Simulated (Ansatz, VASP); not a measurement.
One calculation of Na2S, two programs

```xyz
3
Lattice="0.0000 3.2225 3.2225 3.2225 0.0000 3.2225 3.2225 3.2225 0.0000" Properties=species:S:1:pos:R:3 pbc="T T T"
Na    1.6113    1.6113    1.6113
Na    4.8338    4.8338    4.8338
S     0.0000    0.0000    0.0000
```

Alike in both runs: task single point; functional r2SCAN; k mesh 6 × 6 × 6; no spin polarisation.

|  | VASP | Ansatz |
| --- | --- | --- |
| version | VASP 6.6.1 | Ansatz 0.2.0 |
| potentials or method | VASP PAW PBE potentials, release 64 (Na_pv, S) | plane waves, PAW |
| plane-wave cutoff (eV) | 550 | 500 |
| occupations | gaussian, width 0.01 eV | fixed |
| valence electrons in the cell | 20 | 24 |

|  | VASP | Ansatz | Ansatz less VASP |
| --- | --- | --- | --- |
| gap on the k mesh at the Fermi level (eV) | 3.22 | 3.20 | -0.026 |
| pressure (GPa) | 1.0 | 1.0 | +0.05 |

VASP's potentials were made for PBE, not for r2SCAN. VASP's potentials hold 20 valence electrons a cell and Ansatz's 24, so a difference there can come from the potentials and not from the codes.
